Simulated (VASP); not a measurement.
Cu3B:

```xyz
4
Lattice="2.5853 0.0000 0.0000 -1.2927 2.2390 0.0000 0.0000 0.0000 7.3118" Properties=species:S:1:pos:R:3 pbc="T T T"
Cu    1.2927    0.7463    3.6559
Cu    0.0000    1.4926    1.5182
Cu    0.0000    1.4926    5.7936
B     1.2927    0.7463    0.0000
```

The cell was built from a structure type or drawn by symmetry, and may not be a known phase.

Base run:

* Program: VASP 6.6.1
* Functional: PBE
* Potentials or basis: VASP PAW PBE potentials, release 64 (Cu, B)
* Cutoff: 600 eV
* k mesh: 9 × 9 × 3
* Occupations: gaussian, width 0.2 eV
* Spin: no spin polarisation

Its results: band gap on the k mesh zero (bands 18 and 19 overlap by 2.29 eV); pressure 0.7 GPa.

Q: The run is repeated on the same cell with these changes: k mesh from 9 × 9 × 3 to 6 × 6 × 4; occupations from gaussian, width 0.2 eV to gaussian, width 0.1 eV. What comes out?

A: Band gap on the k mesh zero (bands 18 and 19 overlap by 2.05 eV); pressure 1.8 GPa.

Caveats: some runs use coarse meshes.
